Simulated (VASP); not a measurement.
Be4Se:

```xyz
5
Lattice="3.4861 0.0000 0.0000 0.0000 3.4861 0.0000 0.0000 0.0000 4.6134" Properties=species:S:1:pos:R:3 pbc="T T T"
Be    0.0000    0.0000    2.3067
Be    1.7430    0.0000    2.3067
Be    0.0000    1.7430    2.3067
Be    0.0000    0.0000    0.0000
Se    1.7430    1.7430    0.0000
```

| Item | Value |
| --- | --- |
| Program | VASP 6.6.1 |
| Task | relaxation of cell and atoms |
| Functional | PBE |
| Potentials or basis | VASP PAW PBE potentials, release 64 (Be, Se) |
| Cutoff | 600 eV |
| k mesh | 6 × 6 × 4 |
| Occupations | gaussian, width 0.1 eV |
| Spin | no spin polarisation |

At the start: pressure 15.5 GPa; volume 11.21 Å³/atom.

Task: How do energy, volume and symmetry change on relaxing?

Result: Over 9 steps the energy falls by 231.2 meV/atom and the volume is 12.44 Å³/atom (+11.0 %); space group Pm-3m (No. 221, to 0.05 Å).

Step by step:
| step | energy change (eV) | largest force (eV/Å) | pressure (GPa) | volume (Å³) |
| --- | --- | --- | --- | --- |
| 1 | 0.0000 | 0.0000 | 15.53 | 56.06 |
| 2 | -0.7901 | 0.0000 | -0.77 | 65.16 |
| 3 | -0.8127 | 0.0000 | -4.42 | 68.50 |
| 4 | -0.8162 | 0.0000 | -3.52 | 67.59 |
| 5 | -0.9698 | 0.0000 | -2.83 | 65.61 |
| 6 | -1.1499 | 0.0000 | 0.33 | 61.99 |
| 7 | -1.1524 | 0.0000 | 1.23 | 61.24 |
| 8 | -1.1533 | 0.0000 | 0.91 | 61.49 |
| 9 | -1.1560 | 0.0000 | 0.04 | 62.21 |

Final structure:
```yaml
crystal:
  lattice:
    - [3.95072, 0.00000, 0.00000]
    - [0.00000, 3.95072, 0.00000]
    - [0.00000, 0.00000, 3.98574]
  atoms:
    - { symbol: Be, position: [0.00000, 0.00000, 0.50000] }
    - { symbol: Be, position: [0.50000, 0.00000, 0.50000] }
    - { symbol: Be, position: [0.00000, 0.50000, 0.50000] }
    - { symbol: Be, position: [0.00000, 0.00000, 0.00000] }
    - { symbol: Se, position: [0.50000, 0.50000, 0.00000] }
```
